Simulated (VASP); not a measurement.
# SiC (Cm) in VASP: further runs, part 4 of 4

VASP 6.6.1.

**7. Single point, r2SCAN (atom 2 (C) moved by (-0.150, +0.150) A along [1 1 0] and z)**

Contents of POSCAR:

```
SiC
1.0
    0.0000000000      2.1781449855      2.1781449855
    2.1781449855      0.0000000000      2.1781449855
    2.1781449855      2.1781449855      0.0000000000
Si C
1 1
Direct
    0.0000000000      0.0000000000      0.0000000000
    0.7844329696      0.7844329696      0.6668714579
```

Contents of INCAR.step1:

```
SYSTEM = SiC
ALGO     = Normal         ! electronic algorithm
EDIFF    = 1E-4           ! SCF threshold, eV
ENCUT    = 520            ! plane-wave cutoff, eV
GGA      = PE             ! functional
ISMEAR   = 0              ! smearing method
LASPH    = .True.         ! aspherical terms in the spheres
LCHARG   = .False.        ! write CHGCAR
LREAL    = .False.        ! projectors in reciprocal space
LWAVE    = .True.         ! write WAVECAR
NBANDS   = 11             ! bands
NELM     = 60             ! most SCF steps
PREC     = Accurate       ! precision mode
SIGMA    = 0.05           ! smearing width, eV
```

Contents of INCAR.step2:

```
SYSTEM = SiC
ALGO     = Normal         ! electronic algorithm
EDIFF    = 1E-6           ! SCF threshold, eV
ENCUT    = 520            ! plane-wave cutoff, eV
ISIF     = 2              ! what is computed and relaxed
ISMEAR   = 0              ! smearing method
ISTART   = 1            
LASPH    = .True.         ! aspherical terms in the spheres
LCHARG   = .False.        ! write CHGCAR
LMIXTAU  = .True.       
LREAL    = .False.        ! projectors in reciprocal space
LWAVE    = .False.        ! write WAVECAR
METAGGA  = R2SCAN         ! meta-GGA
NBANDS   = 11             ! bands
NELM     = 60             ! most SCF steps
PREC     = Accurate       ! precision mode
SIGMA    = 0.05           ! smearing width, eV
```

Contents of KPOINTS:

```
k-points
0
Gamma
  10 10 10
  0 0 0
```

Potentials or basis: VASP PAW PBE potentials, release 64 (Si, C).

Command:

```console
$ cat potpaw_PBE.64/Si/POTCAR potpaw_PBE.64/C/POTCAR > POTCAR
$ cp INCAR.step1 INCAR
$ mpirun -np 1 vasp_std > vasp.out
$ cp INCAR.step2 INCAR
$ mpirun -np 1 vasp_std > vasp.out
```

OUTCAR:

```text
SYSTEM = SiC
   EDIFF = 1E-6
   ENCUT = 520
   ISIF = 2
   ISMEAR = 0
   ISTART = 1
   LASPH = .True.
   LREAL = .False.
   METAGGA = R2SCAN
   NELM = 60
   PREC = Accurate

 ion  position               nearest neighbor table
   1  0.000  0.000  0.000-   2 1.68   2 1.93   2 1.98   2 1.98
   2  0.784  0.784  0.667-   1 1.68   1 1.93   1 1.98   1 1.98

  LATTYP: Found a face centered cubic cell.
 ALAT       =     4.3562899710

  Lattice vectors:

 A1 = (   0.0000000000,   2.1781449855,   2.1781449855)
 A2 = (   2.1781449855,   0.0000000000,   2.1781449855)
 A3 = (   2.1781449855,   2.1781449855,   0.0000000000)

Analysis of symmetry for initial positions (statically):
=====================================================================
 Subroutine PRICEL returns:
 Original cell was already a primitive cell.

 Routine SETGRP: Setting up the symmetry group for a
 face centered cubic supercell.

 Subroutine GETGRP returns: Found  2 space group operations
 (whereof  2 operations were pure point group operations)
 out of a pool of 48 trial point group operations.

The static configuration has the point symmetry C_1h.

Analysis of symmetry for dynamics (positions and initial velocities):
=====================================================================
 Subroutine PRICEL returns:
 Original cell was already a primitive cell.

 Routine SETGRP: Setting up the symmetry group for a
 face centered cubic supercell.

 Subroutine GETGRP returns: Found  2 space group operations
 (whereof  2 operations were pure point group operations)
 out of a pool of 48 trial point group operations.

The dynamic configuration has the point symmetry C_1h.

 Subroutine INISYM returns: Found  2 space group operations
 (whereof  2 operations are pure point group operations),
 and found     1 'primitive' translations

----------------------------------------------------------------------------------------

                                     Primitive cell

  volume of cell :      20.6676

  direct lattice vectors                    reciprocal lattice vectors
     0.000000000  2.178144985  2.178144985    -0.229553130  0.229553130  0.229553130
     2.178144985  0.000000000  2.178144985     0.229553130 -0.229553130  0.229553130
     2.178144985  2.178144985  0.000000000     0.229553130  0.229553130 -0.229553130

  length of vectors
     3.080362179  3.080362179  3.080362179     0.397597685  0.397597685  0.397597685

  position of ions in fractional coordinates (direct lattice)
     0.000000000  0.000000000  0.000000000
     0.784432970  0.784432970  0.666871458

  ion indices of the primitive-cell ions
   primitive index   ion index
                 1           1
                 2           2

----------------------------------------------------------------------------------------

 KPOINTS: k-points

Automatic generation of k-mesh.
 Grid dimensions read from file:
 generate k-points for:   10   10   10

 Generating k-lattice:

  Cartesian coordinates                     Fractional coordinates (reciprocal lattice)
    -0.022955313  0.022955313  0.022955313     0.100000000  0.000000000  0.000000000
     0.022955313 -0.022955313  0.022955313     0.000000000  0.100000000  0.000000000
     0.022955313  0.022955313 -0.022955313     0.000000000  0.000000000  0.100000000

  Length of vectors
     0.039759768  0.039759768  0.039759768

  Shift w.r.t. Gamma in fractional coordinates (k-lattice)
     0.000000000  0.000000000  0.000000000

 Subroutine IBZKPT returns following result:
 ===========================================

 Found    282 irreducible k-points:

 Following reciprocal coordinates:
            Coordinates               Weight
  0.000000  0.000000  0.000000      1.000000
  0.100000  0.000000  0.000000      4.000000
  0.000000  0.000000  0.100000      2.000000
  0.100000  0.100000  0.100000      2.000000
  0.200000  0.000000  0.000000      4.000000
  0.000000  0.000000  0.200000      2.000000
[... 16 lines left out ...]
  0.200000  0.100000  0.200000      4.000000
  0.100000 -0.100000 -0.100000      4.000000
 [... further k-points ...]
   k-points           NKPTS =    282   k-points in BZ     NKDIM =    282   number of bands    NBANDS=     11
   number of dos      NEDOS =    301   number of ions     NIONS =      2
   total plane-waves  NPLWV =  13824
   dimension x,y,z NGX =    24 NGY =   24 NGZ =   24
   dimension x,y,z NGXF=    48 NGYF=   48 NGZF=   48
   ions per type =               1   1
   NGX,Y,Z   is equivalent  to a cutoff of  12.95, 12.95, 12.95 a.u.
   NGXF,Y,Z  is equivalent  to a cutoff of  25.91, 25.91, 25.91 a.u.
 SYSTEM =  SiC
   PREC   = accura    normal or accurate (medium, high low for compatibility)
   ISTART =      1    job   : 0-new  1-cont  2-samecut
   ICHARG =      0    charge: 1-file 2-atom 10-const
   ISPIN  =      1    spin polarized calculation?
   LNONCOLLINEAR =      F non collinear calculations
   LSORBIT =      F    spin-orbit coupling
   LASPH  =      T    aspherical Exc in radial PAW
   ENCUT  =  520.0 eV  38.22 Ry    6.18 a.u.   5.73  5.73  5.73*2*pi/ulx,y,z
   NELM   =     60;   NELMIN=  2; NELMDL=  0     # of ELM steps
   EDIFF  = 0.1E-05   stopping-criterion for ELM
   LREAL  =      F    real-space projection
   EDIFFG = 0.1E-04   stopping-criterion for IOM
   NSW    =      0    number of steps for IOM
   IBRION =     -1    ionic relax: 0-MD 1-quasi-New 2-CG
   NFREE  =      0    steps in history (QN), initial steepest desc. (CG)
   ISIF   =      2    stress and relaxation
   ISYM   =      2    0-nonsym 1-usesym 2-fastsym
   POTIM  = 0.5000    time-step for ionic-motion
   TEBEG  =    0.0;   TEEND  =   0.0 temperature during run
   PSTRESS=    0.0 pullay stress
   NELECT =       8.0000    total number of electrons
   NUPDOWN=      -1.0000    fix difference up-down
   EMIN   =  10.00;   EMAX   =-10.00  energy-range for DOS
   EFERMI =   0.00;   METHOD = LEGACY
   ISMEAR =     0;   SIGMA  =   0.05  broadening in eV -4-tet -1-fermi 0-gaus
   EFERMI_NEDOS =   21; number of points for ismear=-14 and -15
   IALGO  =     38    algorithm
   IMIX   =      4    mixing-type and parameters
     AMIX     =   0.40;   BMIX     =  1.00
     AMIX_MAG =   1.60;   BMIX_MAG =  1.00
  volume/ion in A,a.u.               =      10.33        69.74
  Fermi-wavevector in a.u.,A,eV,Ry     =   1.193094  2.254621 19.367534  1.423474
  Thomas-Fermi vector in A             =   2.329117
   LORBIT       =      0    0 simple, 1 ext, 2 COOP (PROOUT), +10 PAW based schemes
   METAGGA = R2SCAN    functional components
   LHFCALC =     F    Hartree Fock is set to
   AEXX    =    0.0000 exact exchange contribution
   IVDW    =     0    specifies the selected vdW correction
   LEPSILON=     F    determine dielectric tensor
   LRPA    =     F    only Hartree local field effects (RPA)
 non-spin polarized calculation
 Gauss-broadening in eV      SIGMA  =   0.05
  energy-cutoff  :      520.00
  volume of cell :       20.67
 maximum number of plane-waves:       568
   NGX = 11   NGY = 11   NGZ = 11

 number of electron       8.0000000 magnetization

 Free energy of the ion-electron system (eV)
  ---------------------------------------------------
  ext. energy  EPLUGINS =         0.00000000
  ---------------------------------------------------
  free energy    TOTEN  =       -18.75162622 eV

  energy without entropy =      -18.75162622  energy(sigma->0) =      -18.75162622

 E-fermi :   8.8260     XC(G=0): -11.9377

 val. band max:        8.6107893573   @ k =   0.0000   0.0000   0.0000
 cond. band min:       9.5768774061   @ k =   0.0000   0.5000   0.5000
 fundamental gap:      0.9660880489
 Fermi energy:         8.8260223288

 k-point     1 :       0.0000    0.0000    0.0000
  band No.  band energies     occupation
      1      -8.2370      2.00000
      2       6.7139      2.00000
      3       8.3932      2.00000
      4       8.6108      2.00000
      5      14.6561      0.00000
      6      15.5708      0.00000
      7      15.5981      0.00000
      8      16.5928      0.00000
      9      23.1249      0.00000
     10      23.1479      0.00000
     11      25.6046      0.00000
[... 309 lines left out ...]
 k-point    24 :       0.1000   -0.1000   -0.1000
  band No.  band energies     occupation
      1      -7.5084      2.00000
      2       5.2746      2.00000
      3       6.6848      2.00000
      4       7.7275      2.00000
      5      14.4458      0.00000
      6      15.7806      0.00000
      7      16.8955      0.00000
      8      17.8651      0.00000
      9      20.2882      0.00000
     10      23.4611      0.00000
     11      25.5599      0.00000

 [... further k-points ...]

------------------------ aborting loop because EDIFF is reached ----------------------------------------

  FORCE on cell =-STRESS in cart. coord.  units (eV):
  Direction    XX          YY          ZZ          XY          YZ          ZX
  --------------------------------------------------------------------------------------
  -------------------------------------------------------------------------------------
  Total        1.0224133      1.0224133      0.7309821      1.7848348     -1.5943918     -1.5943922
  in kB       79.2586558     79.2586558     56.6665801    138.3624556   -123.5990905   -123.5991240
  external PRESSURE =      71.7279639 kB  Pullay stress =       0.0000000 kB

 VOLUME and BASIS-vectors are now :
 -----------------------------------------------------------------------------
  energy-cutoff  :      520.00
  volume of cell :       20.67
      direct lattice vectors                 reciprocal lattice vectors
     0.000000000  2.178144985  2.178144985    -0.229553130  0.229553130  0.229553130
     2.178144985  0.000000000  2.178144985     0.229553130 -0.229553130  0.229553130
     2.178144985  2.178144985  0.000000000     0.229553130  0.229553130 -0.229553130

 POSITION                                       TOTAL-FORCE (eV/Angst)
 -----------------------------------------------------------------------------------
      0.00000      0.00000      0.00000        -3.403711     -3.403711      3.871526
      3.16115      3.16115      3.41722         3.403711      3.403711     -3.871526
 -----------------------------------------------------------------------------------
    total drift:                               -0.000099     -0.000099      0.000061

  FREE ENERGIE OF THE ION-ELECTRON SYSTEM (eV)
  ---------------------------------------------------
  free  energy   TOTEN  =       -18.7516262161 eV

  energy  without entropy=      -18.7516262161  energy(sigma->0) =      -18.75162622
```

It took 3.1 min on 1 thread of Intel Xeon 8259CL, shared host; peak memory 0.18 GiB.

Results:

| Property | Result |
| --- | --- |
| Free energy | -18.7516 eV |
| Pressure | 7.2 GPa |
| Largest force | 6.177 eV/Å |
| Band gap on the k mesh | 0.97 eV (least direct gap 4.62 eV) |

Forces on the atoms (eV/Å):
```
Si  -3.404 -3.404  3.872
C    3.404  3.404 -3.872
```

Stress tensor (GPa, compression positive):
```
  7.93  13.84 -12.36
 13.84   7.93 -12.36
-12.36 -12.36   5.67
```

Caveat: the cell differs from its parent crystal (atom 2 (C) moved by (-0.150, +0.150) A along [1 1 0] and z); the cell stands under pressure; the PAW data sets were made with another functional, which shifts forces and pressure a little. A k mesh can miss the band edges.

**8. Summary**

| cell | gap on the mesh (eV) | pressure (GPa) | largest force (eV/Å) |
| --- | --- | --- | --- |
| as given, atomic positions A | none | 11.0 | 3.53 |
| as given, atomic positions B | 0.43 | 39.3 | 18.80 |
| as given, atomic positions C | 0.04 | 7.9 | 3.41 |
| as given, atomic positions D | 0.59 | 21.8 | 12.46 |
| as given, atomic positions E | 0.58 | 3.8 | 2.75 |
| as given, atomic positions F | 0.97 | 7.2 | 6.18 |

Alike in all rows: task single point; level r2SCAN; potentials or basis VASP PAW PBE potentials, release 64 (Si, C); no spin polarisation; k mesh 10 × 10 × 10; cutoff (eV) 520; smearing gaussian 0.05 eV.

Caveats: the PAW data sets were made with another functional, which shifts forces and pressure a little; semilocal functionals underestimate gaps, and a narrow one can read as zero (at least some runs); the cell stands under pressure (at least some runs); the stress differs along the axes, from 5 to 14 GPa (at least some runs); the stress differs along the axes, from 31 to 43 GPa (at least some runs); the stress differs along the axes, from 20 to 26 GPa (at least some runs).

Total energies depend on the potentials used, so only differences within one code and one set of settings carry meaning.

The gap in the log of VASP goes by the Fermi energy; the results here count the filled bands.